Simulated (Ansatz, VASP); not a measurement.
# SiC: VASP beside Ansatz

```
Si C
1.0
     0.00000    2.17805    2.17805
     2.17805    0.00000    2.17805
     2.17805    2.17805    0.00000
Si C
1 1
Direct
  0.00000 0.00000 0.00000
  0.25000 0.25000 0.25000
```

Alike in both runs: task single point; functional LDA; k mesh 10 × 10 × 10; no spin polarisation.

|  | VASP | Ansatz |
| --- | --- | --- |
| version | VASP 6.6.1 | Ansatz 0.2.0 |
| potentials or method | VASP PAW LDA potentials, release 64 (Si, C) | plane waves, PAW |
| plane-wave cutoff (eV) | 520 | 420 |
| occupations | gaussian, width 0.01 eV | fixed |
| valence electrons in the cell | 8 | 8 |

```tsv
	VASP	Ansatz	Ansatz less VASP
gap on the k mesh at the Fermi level (eV)	1.30	1.32	+0.013
pressure (GPa)	-3.7	-4.1	-0.41
```

LDA's correlation is that of Perdew and Zunger in VASP and of Perdew and Wang (1992) in Ansatz.
